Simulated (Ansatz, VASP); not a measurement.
**One calculation of InSb3, two programs**

```
Sb In
1.0
     0.00000    3.79455    3.79455
     3.79455    0.00000    3.79455
     3.79455    3.79455    0.00000
Sb In
3 1
Direct
  0.50000 0.50000 0.50000
  0.75000 0.75000 0.75000
  0.25000 0.25000 0.25000
  0.00000 0.00000 0.00000
```

Alike in both runs: functional LDA; k mesh 6 × 6 × 6; occupations fermi-dirac, width 0.05 eV; no spin polarisation.

```csv
,VASP,Ansatz
version,VASP 6.6.1,Ansatz 0.2.0
potentials or method,"VASP PAW LDA potentials, release 64 (Sb, In_d)",Ansatz PAW
plane-wave cutoff (eV),520,420
valence electrons in the cell,28,58
task,single point,band structure
```

```tsv
	VASP	Ansatz	Ansatz less VASP
gap on the k mesh at the Fermi level (eV)	none	none	-
pressure (GPa)	-4.2	-4.2	-0.03
```

LDA's correlation is that of Perdew and Zunger in VASP and of Perdew and Wang (1992) in Ansatz. A gap of «none» marks a metal or a gap that the smearing closes. VASP's potentials hold 28 valence electrons a cell and Ansatz's 58, so a difference there can come from the potentials and not from the codes.

Spin-orbit coupling is off throughout.
